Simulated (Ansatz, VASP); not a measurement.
Au: VASP beside Ansatz

The input INCAR:

```
SYSTEM = Au
  PREC = Accurate
  ENCUT = 520
  EDIFF = 1E-6
  ISMEAR = -1
  SIGMA = 0.08
  LREAL = .FALSE.
  LASPH = .TRUE.
  NELM = 80
  ALGO = Normal
  ISIF = 2
  LWAVE = .FALSE.
  LCHARG = .FALSE.
  GGA = PE
  NBANDS = 12
```

KPOINTS

```
regular mesh
0
G
  15 15 14
  0 0 0
```

File POSCAR:

```
Au
1.0
    2.8232819446      0.0000000000      0.0000000000
   -1.4116409723      2.4450338860      0.0000000000
    0.0000000000      0.0000000000      2.8024459288
Au
1
Direct
    0.0000000000      0.0000000000      0.0000000000
```

Input for Ansatz:

```yaml
crystal:
  lattice:
    - [2.8232819446, 0.0, 0.0]
    - [-1.4116409723, 2.445033886, 0.0]
    - [0.0, 0.0, 2.8024459288]
  atoms:
    - { symbol: Au, position: [0.0, 0.0, 0.0] }
kpoints:
  mp_grid: { grid: [15, 15, 14] }
scf:
  occupations: { method: fermi_dirac, width: 0.08 }
hamiltonian:
  xc: pbe
  pseudopotentials: { kind: nc }
output:
  forces: true
  stress: true
  eigenvalues: true
```

Change from the starting cell: volume scaled by 1, norm-conserving files.

Alike in both runs: task single point; functional PBE; k mesh 15 × 15 × 14; occupations fermi-dirac, width 0.08 eV; no spin polarisation.

```csv
,VASP,Ansatz
version,VASP 6.6.1,Ansatz 0.2.0
potentials or method,"VASP PAW PBE potentials, release 64 (Au)",scalar-relativistic
plane-wave cutoff (eV),520,1034
valence electrons in the cell,11,19
```

VASP gave:

- pressure (GPa): -0.2

Task: Estimate Ansatz's values.

Result: Pressure (GPa): 0.1.

VASP's potentials hold 11 valence electrons a cell and Ansatz's 19, so a difference there can come from the potentials and not from the codes.

Spin-orbit coupling is off throughout.
